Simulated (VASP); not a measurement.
Here is a VASP 6.6.1 calculation.

File INCAR:

```
PREC = Accurate ; ENCUT = 520
EDIFF = 1E-6 ; ISMEAR = 0
SIGMA = 0.02 ; LREAL = F
LASPH = T ; NELM = 80
ALGO = Normal ; ISIF = 2
LWAVE = F ; LCHARG = T
LDIPOL = T ; IDIPOL = 3
DIPOL = 0.5 0.5 0.500 ; LELF = T
LVHAR = T ; LVACPOTAV = T
NBANDS = 12
```

KPOINTS

```
Automatic mesh
0
Gamma
  9 9 1
```

POSCAR

```
As
1.0
    3.3500000000      0.0000000000      0.0000000000
   -1.6750000000      2.9011851027      0.0000000000
    0.0000000000      0.0000000000     28.0000000000
As
2
Direct
    0.3333333333      0.6666666667      0.5264285714
    0.6666666667      0.3333333333      0.4735714286
```

Potentials or basis: VASP PAW LDA potentials, release 64 (As).

The run is started by

```sh
$ cat potpaw_LDA.64/As/POTCAR > POTCAR
$ mpirun -np 1 vasp_std > vasp.out
```

(1) What does it give for the ionisation potential of the upper face?

(2) What does it give for the largest force?

Answers

(1) 4.42 eV.

(2) 0.618 eV/Å.
